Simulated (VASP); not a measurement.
# HgTe (Cmcm) in VASP: further runs

The runs below take HgTe through single point, with PBEsol.

Program: VASP 6.6.1. These are calculated values, not measurements. Logs are shortened: lines on timing, memory, paths and dates and some standing lists are left out, and cuts for length are marked.

### Step 1. The cell of the first run

The typed cell holds 4 atoms: a = 4.455 Å, b = 4.455 Å, c = 5.708 Å, α = 90.00°, β = 90.00°, γ = 90.01°.

### Step 2. Single point, PBEsol (strain +0.050 along x and y, -0.050 along z)

INCAR reads:

```
PREC = Accurate
ENCUT = 520
EDIFF = 1E-6
ISMEAR = 0
SIGMA = 0.15
LREAL = False
LASPH = True
NELM = 60
ALGO = Normal
ISIF = 2
LWAVE = False
LCHARG = False
GGA = PS
NBANDS = 26
```

KPOINTS reads:

```
Automatic mesh
0
Gamma
  12 12 8
```

POSCAR reads:

```
HgTe
1.0
    3.1495226473     -3.1501420463      0.0000000000
    3.1495226473      3.1501420463      0.0000000000
    0.0000000000      0.0000000000      5.7082366342
Hg Te
2 2
Direct
    0.2498182349      0.7501817651      0.7500000000
    0.7501817651      0.2498182349      0.2500000000
    0.7498667075      0.2501332925      0.7500000000
    0.2501332925      0.7498667075      0.2500000000
```

Potentials or basis: VASP PAW PBE potentials, release 64 (Hg, Te).

On the command line:

```bash
$ cat potpaw_PBE.64/Hg/POTCAR potpaw_PBE.64/Te/POTCAR > POTCAR
$ mpirun -np 1 vasp_std > vasp.out
```

OUTCAR:

```text
PREC = Accurate
   ENCUT = 520
   EDIFF = 1E-6
   ISMEAR = 0
   LREAL = False
   LASPH = True
   NELM = 60
   ISIF = 2
   GGA = PS

 ion  position               nearest neighbor table
   1  0.250  0.750  0.750-   4 2.85   4 2.85   3 3.15   3 3.15   3 3.15   3 3.15
   2  0.750  0.250  0.250-   3 2.85   3 2.85   4 3.15   4 3.15   4 3.15   4 3.15
   3  0.750  0.250  0.750-   2 2.85   2 2.85   1 3.15   1 3.15   1 3.15   1 3.15
   4  0.250  0.750  0.250-   1 2.85   1 2.85   2 3.15   2 3.15   2 3.15   2 3.15

  LATTYP: Found a base centered orthorhombic cell.
 ALAT       =     6.2990452946
 B/A-ratio  =     1.0001966644
 C/A-ratio  =     0.9062066341

  Lattice vectors:

 A1 = (   3.1495226473,  -3.1501420463,   0.0000000000)
 A2 = (   3.1495226473,   3.1501420463,   0.0000000000)
 A3 = (   0.0000000000,   0.0000000000,   5.7082366342)

Analysis of symmetry for initial positions (statically):
=====================================================================
 Subroutine PRICEL returns:
 Original cell was already a primitive cell.

 Routine SETGRP: Setting up the symmetry group for a
 base centered orthorhombic supercell.

 Subroutine GETGRP returns: Found  8 space group operations
 (whereof  4 operations were pure point group operations)
 out of a pool of  8 trial point group operations.

The static configuration has the point symmetry C_2h.
 The point group associated with its full space group is D_2h.

Analysis of symmetry for dynamics (positions and initial velocities):
=====================================================================
 Subroutine PRICEL returns:
 Original cell was already a primitive cell.

 Routine SETGRP: Setting up the symmetry group for a
 base centered orthorhombic supercell.

 Subroutine GETGRP returns: Found  8 space group operations
 (whereof  4 operations were pure point group operations)
 out of a pool of  8 trial point group operations.

The dynamic configuration has the point symmetry C_2h.
 The point group associated with its full space group is D_2h.

 Subroutine INISYM returns: Found  8 space group operations
 (whereof  4 operations are pure point group operations),
 and found     1 'primitive' translations

----------------------------------------------------------------------------------------

                                     Primitive cell

  volume of cell :     113.2679

  direct lattice vectors                    reciprocal lattice vectors
     3.149522647 -3.150142046  0.000000000     0.158754216 -0.158723001  0.000000000
     3.149522647  3.150142046  0.000000000     0.158754216  0.158723001  0.000000000
     0.000000000  0.000000000  5.708236634     0.000000000  0.000000000  0.175185449

  length of vectors
     4.454535646  4.454535646  5.708236634     0.224490295  0.224490295  0.175185449

  position of ions in fractional coordinates (direct lattice)
     0.249818235  0.750181765  0.750000000
     0.750181765  0.249818235  0.250000000
     0.749866707  0.250133293  0.750000000
     0.250133293  0.749866707  0.250000000

  ion indices of the primitive-cell ions
   primitive index   ion index
                 1           1
                 2           2
                 3           3
                 4           4

----------------------------------------------------------------------------------------

 KPOINTS: Automatic mesh

Automatic generation of k-mesh.
 Grid dimensions read from file:
 generate k-points for:   12   12    8

 Generating k-lattice:

  Cartesian coordinates                     Fractional coordinates (reciprocal lattice)
     0.013229518 -0.013226917  0.000000000     0.083333333  0.000000000  0.000000000
     0.013229518  0.013226917  0.000000000     0.000000000  0.083333333  0.000000000
     0.000000000  0.000000000  0.021898181     0.000000000  0.000000000  0.125000000

  Length of vectors
     0.018707525  0.018707525  0.021898181

  Shift w.r.t. Gamma in fractional coordinates (k-lattice)
     0.000000000  0.000000000  0.000000000

 Subroutine IBZKPT returns following result:
 ===========================================

 Found    215 irreducible k-points:

 Following reciprocal coordinates:
            Coordinates               Weight
  0.000000  0.000000  0.000000      1.000000
  0.083333  0.000000  0.000000      4.000000
  0.166667  0.000000  0.000000      4.000000
  0.250000 -0.000000  0.000000      4.000000
  0.333333  0.000000  0.000000      4.000000
  0.416667  0.000000  0.000000      4.000000
[... 16 lines left out ...]
  0.500000  0.166667  0.000000      4.000000
 -0.416667  0.166667  0.000000      4.000000
 [... further k-points ...]
   k-points           NKPTS =    215   k-points in BZ     NKDIM =    215   number of bands    NBANDS=     26
   number of dos      NEDOS =    301   number of ions     NIONS =      4
   total plane-waves  NPLWV =  54432
   dimension x,y,z NGX =    36 NGY =   36 NGZ =   42
   dimension x,y,z NGXF=    72 NGYF=   72 NGZF=   84
   ions per type =               2   2
   NGX,Y,Z   is equivalent  to a cutoff of  13.44, 13.44, 12.23 a.u.
   NGXF,Y,Z  is equivalent  to a cutoff of  26.87, 26.87, 24.46 a.u.
 SYSTEM =  unknown system
   PREC   = accura    normal or accurate (medium, high low for compatibility)
   ISTART =      0    job   : 0-new  1-cont  2-samecut
   ICHARG =      2    charge: 1-file 2-atom 10-const
   ISPIN  =      1    spin polarized calculation?
   LNONCOLLINEAR =      F non collinear calculations
   LSORBIT =      F    spin-orbit coupling
   LASPH  =      T    aspherical Exc in radial PAW
   ENCUT  =  520.0 eV  38.22 Ry    6.18 a.u.   8.28  8.28 10.61*2*pi/ulx,y,z
   NELM   =     60;   NELMIN=  2; NELMDL= -5     # of ELM steps
   EDIFF  = 0.1E-05   stopping-criterion for ELM
   LREAL  =      F    real-space projection
   EDIFFG = 0.1E-04   stopping-criterion for IOM
   NSW    =      0    number of steps for IOM
   IBRION =     -1    ionic relax: 0-MD 1-quasi-New 2-CG
   NFREE  =      0    steps in history (QN), initial steepest desc. (CG)
   ISIF   =      2    stress and relaxation
   ISYM   =      2    0-nonsym 1-usesym 2-fastsym
   POTIM  = 0.5000    time-step for ionic-motion
   TEBEG  =    0.0;   TEEND  =   0.0 temperature during run
   PSTRESS=    0.0 pullay stress
   NELECT =      36.0000    total number of electrons
   NUPDOWN=      -1.0000    fix difference up-down
   EMIN   =  10.00;   EMAX   =-10.00  energy-range for DOS
   EFERMI =   0.00;   METHOD = LEGACY
   ISMEAR =     0;   SIGMA  =   0.15  broadening in eV -4-tet -1-fermi 0-gaus
   EFERMI_NEDOS =   21; number of points for ismear=-14 and -15
   IALGO  =     38    algorithm
   IMIX   =      4    mixing-type and parameters
     AMIX     =   0.40;   BMIX     =  1.00
     AMIX_MAG =   1.60;   BMIX_MAG =  1.00
  volume/ion in A,a.u.               =      28.32       191.09
  Fermi-wavevector in a.u.,A,eV,Ry     =   1.117223  2.111246 16.982633  1.248188
  Thomas-Fermi vector in A             =   2.253844
   LORBIT       =      0    0 simple, 1 ext, 2 COOP (PROOUT), +10 PAW based schemes
   GGA     = PS    functional components
   LHFCALC =     F    Hartree Fock is set to
   AEXX    =    0.0000 exact exchange contribution
   IVDW    =     0    specifies the selected vdW correction
   LEPSILON=     F    determine dielectric tensor
   LRPA    =     F    only Hartree local field effects (RPA)
 non-spin polarized calculation
 Gauss-broadening in eV      SIGMA  =   0.15
  energy-cutoff  :      520.00
  volume of cell :      113.27
 maximum number of plane-waves:      3077
 NGX is ok and might be reduce to    36
   NGX = 17   NGY = 17   NGZ = 21

 number of electron      35.9999990 magnetization

 Free energy of the ion-electron system (eV)
  ---------------------------------------------------
  ext. energy  EPLUGINS =         0.00000000
  ---------------------------------------------------
  free energy    TOTEN  =        -8.25716185 eV

  energy without entropy =       -8.23047473  energy(sigma->0) =       -8.24381829

 E-fermi :   4.2410     XC(G=0): -10.0387

 val. band max:        4.2349505317   @ k =   0.4167   0.0833   0.3750
 cond. band min:       4.2545411363   @ k =   0.3333   0.0000   0.5000
 fundamental gap:      0.0195906046
 Fermi energy:         4.2409511911

 k-point     1 :       0.0000    0.0000    0.0000
  band No.  band energies     occupation
      1      -7.8908      2.00000
      2      -6.7312      2.00000
      3      -2.5570      2.00000
      4      -2.5046      2.00000
      5      -2.5041      2.00000
      6      -2.4592      2.00000
[... 18 lines left out ...]
     25      11.8080      0.00000
     26      12.1563      0.00000

 k-point     2 :       0.0833    0.0000    0.0000
  band No.  band energies     occupation
      1      -7.8567      2.00000
      2      -6.7254      2.00000
      3      -2.5601      2.00000
      4      -2.5065      2.00000
      5      -2.4993      2.00000
      6      -2.4542      2.00000
[... 18 lines left out ...]
     25      11.8374      0.00000
     26      12.4252      0.00000

 k-point     3 :       0.1667    0.0000    0.0000
  band No.  band energies     occupation
      1      -7.7571      2.00000
      2      -6.7138      2.00000
      3      -2.5716      2.00000
      4      -2.5119      2.00000
      5      -2.4846      2.00000
      6      -2.4581      2.00000
[... 18 lines left out ...]
     25      11.9280      0.00000
     26      12.0653      0.00000

 k-point     4 :       0.2500   -0.0000    0.0000
  band No.  band energies     occupation
      1      -7.6008      2.00000
      2      -6.7132      2.00000
      3      -2.5948      2.00000
      4      -2.5178      2.00000
      5      -2.5105      2.00000
      6      -2.4613      2.00000
[... 18 lines left out ...]
     25      11.1823      0.00000
     26      12.0817      0.00000
[... 496 lines left out ...]
      1      -7.1492      2.00000
      2      -6.8480      2.00000
      3      -2.5769      2.00000
      4      -2.5639      2.00000
      5      -2.5549      2.00000
      6      -2.5250      2.00000
[... 18 lines left out ...]
     25      10.6991      0.00000
     26      11.1550      0.00000

 k-point    23 :       0.5000    0.1667    0.0000
  band No.  band energies     occupation
      1      -6.9811      2.00000
      2      -6.9803      2.00000
      3      -2.5653      2.00000
      4      -2.5645      2.00000
      5      -2.5437      2.00000
      6      -2.5431      2.00000
[... 18 lines left out ...]
     25      10.9160      0.00000
     26      10.9188      0.00000

 k-point    24 :      -0.4167    0.1667    0.0000
  band No.  band energies     occupation
      1      -7.1496      2.00000
      2      -6.8478      2.00000
      3      -2.5762      2.00000
      4      -2.5634      2.00000
      5      -2.5553      2.00000
      6      -2.5251      2.00000
[... 18 lines left out ...]
     25      10.6981      0.00000
     26      11.1574      0.00000

 [... further k-points ...]

------------------------ aborting loop because EDIFF is reached ----------------------------------------

  FORCE on cell =-STRESS in cart. coord.  units (eV):
  Direction    XX          YY          ZZ          XY          YZ          ZX
  --------------------------------------------------------------------------------------
  -------------------------------------------------------------------------------------
  Total       -2.1939342     -2.1951046      2.3863628      0.0000000      0.0000000      0.0000000
  in kB      -31.0332559    -31.0498115     33.7551642      0.0000000      0.0000000      0.0000000
  external PRESSURE =      -9.4426344 kB  Pullay stress =       0.0000000 kB

 VOLUME and BASIS-vectors are now :
 -----------------------------------------------------------------------------
  energy-cutoff  :      520.00
  volume of cell :      113.27
      direct lattice vectors                 reciprocal lattice vectors
     3.149522647 -3.150142046  0.000000000     0.158754216 -0.158723001  0.000000000
     3.149522647  3.150142046  0.000000000     0.158754216  0.158723001  0.000000000
     0.000000000  0.000000000  5.708236634     0.000000000  0.000000000  0.175185449

 POSITION                                       TOTAL-FORCE (eV/Angst)
 -----------------------------------------------------------------------------------
      3.14952      1.57622      4.28118         0.000000      0.000351      0.000000
      3.14952     -1.57622      1.42706         0.000000     -0.000351     -0.000000
      3.14952     -1.57423      4.28118         0.000000     -0.000026      0.000000
      3.14952      1.57423      1.42706         0.000000      0.000026      0.000000
 -----------------------------------------------------------------------------------
    total drift:                                0.000000     -0.000000     -0.000000

  FREE ENERGIE OF THE ION-ELECTRON SYSTEM (eV)
  ---------------------------------------------------
  free  energy   TOTEN  =        -8.2571618517 eV

  energy  without entropy=       -8.2304747254  energy(sigma->0) =       -8.24381829
```

It took 13 min on 1 thread of Intel Xeon 8259CL, shared host; peak memory 0.64 GiB.

What came out:

- Free energy: -8.2572 eV
- Pressure: -0.9 GPa
- Band gap on the k mesh: zero (bands 18 and 19 overlap by 2.15 eV)

Caveat: the cell differs from its parent crystal (strain +0.050 along x and y, -0.050 along z); the stress differs along the axes, from -3 to 3 GPa; the PAW data sets were made with another functional, which shifts forces and pressure a little; spin-orbit coupling is left out, which moves the levels of the heavy elements.

### Step 3. Single point, PBEsol (strain -0.050 along x and y, +0.025 along z)

INCAR reads:

```
PREC = Accurate
ENCUT = 520
EDIFF = 1E-6
ISMEAR = 0
SIGMA = 0.15
LREAL = F
LASPH = T
NELM = 80
ALGO = Normal
ISIF = 2
LWAVE = F
LCHARG = F
GGA = PS
NBANDS = 26
```

KPOINTS reads:

```
regular mesh
0
Gamma
  12 12 8
```

POSCAR reads:

```
HgTe
1.0
    2.8495681095     -2.8501285181      0.0000000000
    2.8495681095      2.8501285181      0.0000000000
    0.0000000000      0.0000000000      6.1588868948
Hg Te
2 2
Direct
    0.2498182349      0.7501817651      0.7500000000
    0.7501817651      0.2498182349      0.2500000000
    0.7498667075      0.2501332925      0.7500000000
    0.2501332925      0.7498667075      0.2500000000
```

Potentials or basis: VASP PAW PBE potentials, release 64 (Hg, Te).

On the command line:

```bash
$ cat potpaw_PBE.64/Hg/POTCAR potpaw_PBE.64/Te/POTCAR > POTCAR
$ mpirun -np 1 vasp_std > vasp.out
```

It took 3.5 min on 1 thread of Intel Xeon Platinum 8559C (Emerald Rapids), shared host; peak memory 0.57 GiB.

It converged, with:

```
Free energy            : -8.1528 eV
Pressure               : 7.1 GPa
Band gap on the k mesh : zero (bands 18 and 19 overlap by 3.25 eV)
```

Stress tensor (GPa, compression positive):
```
9.30 0.00 0.00
0.00 9.27 0.00
0.00 0.00 2.68
```

Levels at points of the mesh, in eV from the Fermi level:
```tsv
k point	band 14	band 15	band 16	band 17	band 18	band 19	band 20	band 21	band 22	band 23
(0.00, 0.00, 0.00)	-2.60	-2.59	-2.46	-1.08	-1.07	-0.54	-0.35	4.92	6.80	7.56
(0.50, 0.00, 0.00)	-5.40	-2.61	-2.61	0.57	0.57	2.77	2.77	4.81	4.81	4.89
(0.50, 0.50, 0.00)	-5.21	-3.33	-3.33	-3.13	-3.13	-2.47	-2.47	4.50	4.50	8.63
(0.00, 0.00, 0.50)	-3.00	-1.83	-1.83	-1.82	-1.82	0.17	0.17	5.56	5.56	5.86
(0.50, 0.00, 0.50)	-6.02	0.12	0.12	0.78	0.78	2.27	2.27	3.60	3.60	4.09
(0.50, 0.50, 0.50)	-4.65	-4.25	-4.25	-4.25	-4.25	1.33	1.33	4.37	4.37	6.54
```

Caveat: the cell differs from its parent crystal (strain -0.050 along x and y, +0.025 along z); the stress differs along the axes, from 3 to 9 GPa; the PAW data sets were made with another functional, which shifts forces and pressure a little; spin-orbit coupling is left out, which moves the levels of the heavy elements.

### Step 4. Single point, PBEsol (strain -0.050 along x and y, +0.050 along z)

INCAR reads:

```
SYSTEM = HgTe
ALGO = Normal
EDIFF = 1E-7
ENCUT = 520
GGA = PS
ISIF = 2
ISMEAR = 0
LASPH = .True.
LCHARG = .False.
LREAL = .False.
LWAVE = .False.
NBANDS = 26
NELM = 100
PREC = Accurate
SIGMA = 0.15
```

KPOINTS reads:

```
k-points
0
Gamma
  12 12 8
  0 0 0
```

POSCAR: that of step 3 with these lines changed.

```diff
@@ -4,3 +4,3 @@
     2.8495681095      2.8501285181      0.0000000000
-    0.0000000000      0.0000000000      6.1588868948
+    0.0000000000      0.0000000000      6.3091036484
 Hg Te
```

On the command line:

```bash
$ cat potpaw_PBE.64/Hg/POTCAR potpaw_PBE.64/Te/POTCAR > POTCAR
$ mpirun -np 1 vasp_std > vasp.out
```

Wall time 3.7 min (1 thread of Intel Xeon Platinum 8559C (Emerald Rapids), shared host); peak memory 0.57 GiB.

Results (log left out):

```
Free energy            : -8.1805 eV
Pressure               : 5.6 GPa
Band gap on the k mesh : zero (bands 18 and 19 overlap by 3.11 eV)
```

Stress tensor (GPa, compression positive):
```
7.95 0.00 0.00
0.00 7.91 0.00
0.00 0.00 0.95
```

Levels at points of the mesh, in eV from the Fermi level:
```csv
k point,band 16,band 17,band 18,band 19,band 20,band 21
"(0.00, 0.00, 0.00)",-2.28,-1.09,-1.08,-0.44,-0.43,5.05
"(0.50, 0.00, 0.00)",-2.42,0.68,0.68,2.94,2.94,4.83
"(0.50, 0.50, 0.00)",-3.36,-3.13,-3.13,-2.25,-2.25,4.53
"(0.00, 0.00, 0.50)",-1.76,-1.76,-1.76,0.02,0.02,5.67
"(0.50, 0.00, 0.50)",0.00,0.85,0.85,2.25,2.25,3.66
"(0.50, 0.50, 0.50)",-4.19,-4.19,-4.19,1.06,1.06,4.29
```

Caveat: the cell differs from its parent crystal (strain -0.050 along x and y, +0.050 along z); the stress differs along the axes, from 1 to 8 GPa; the PAW data sets were made with another functional, which shifts forces and pressure a little; spin-orbit coupling is left out, which moves the levels of the heavy elements.

### Step 5. Summary

| cell | gap on the mesh (eV) | pressure (GPa) |
| --- | --- | --- |
| a = 4.455, b = 4.455, c = 5.708 Å, 4 atoms | none | -0.9 |
| a = 4.030, b = 4.030, c = 6.159 Å, 4 atoms | none | 7.1 |
| a = 4.030, b = 4.030, c = 6.309 Å, 4 atoms | none | 5.6 |

Alike in all rows: task single point; level PBEsol; potentials or basis VASP PAW PBE potentials, release 64 (Hg, Te); no spin polarisation; k mesh 12 × 12 × 8; cutoff (eV) 520; smearing gaussian 0.15 eV.

Caveats: the PAW data sets were made with another functional, which shifts forces and pressure a little; spin-orbit coupling is left out, which moves the levels of the heavy elements; the stress differs along the axes, from -3 to 3 GPa (at least some runs); the stress differs along the axes, from 3 to 9 GPa (at least some runs); the stress differs along the axes, from 1 to 8 GPa (at least some runs).

Total energies depend on the potentials used, so only differences within one code and one set of settings carry meaning.

The gap in the log of VASP goes by the Fermi energy; the results here count the filled bands.